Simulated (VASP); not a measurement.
Ta2PtN4, 7 atoms in the cell. It takes space group P4/mmm (No. 123, tetragonal). Conventional cell: a = 5.252 Å, b = 5.252 Å, c = 2.740 Å, α = 90.00°, β = 90.00°, γ = 90.00°. Ta (site symmetry mmm) has 8 N at 2.31 Å and 2 Ta at 2.74 Å and 4 Pt at 2.96 Å within 3.1 Å. Pt (site symmetry 4/mmm) has 4 N at 1.97 Å within 2.6 Å. N (site symmetry m2m) has 1 Pt at 1.97 Å and 4 Ta at 2.31 Å and 2 N at 2.47 Å within 2.6 Å. 

* Program: VASP 6.6.1
* Task: single point
* Functional: r2SCAN
* Dispersion: rVV10
* Potentials or basis: VASP PAW PBE potentials, release 64 (Ta_pv, Pt, N)
* Cutoff: 520 eV
* k mesh: 4 × 4 × 8
* Occupations: fermi-dirac, width 0.03 eV
* Spin: no spin polarisation
* Dipole correction: no
* Further INCAR settings: ALGO = Normal; EDIFF = 1e-06; NBANDS = 35

Potentials or basis: VASP PAW PBE potentials, release 64 (Ta_pv, Pt, N).

Command:

```sh
$ cat potpaw_PBE.64/Ta_pv/POTCAR potpaw_PBE.64/Pt/POTCAR potpaw_PBE.64/N/POTCAR > POTCAR
$ cp INCAR.step1 INCAR
$ mpirun -np 1 vasp_std > vasp.out
$ cp INCAR.step2 INCAR
$ mpirun -np 1 vasp_std > vasp.out
```

Hardware: 1 thread of Oxide Virtual Turin-like Processor, with other jobs on the host.

Problem. How long does it take, and how much memory?

Solution. Wall time 4.7 min on 1 thread of Oxide Virtual Turin-like Processor (shared host), peak memory 0.33 GiB. Counts: k points 30.
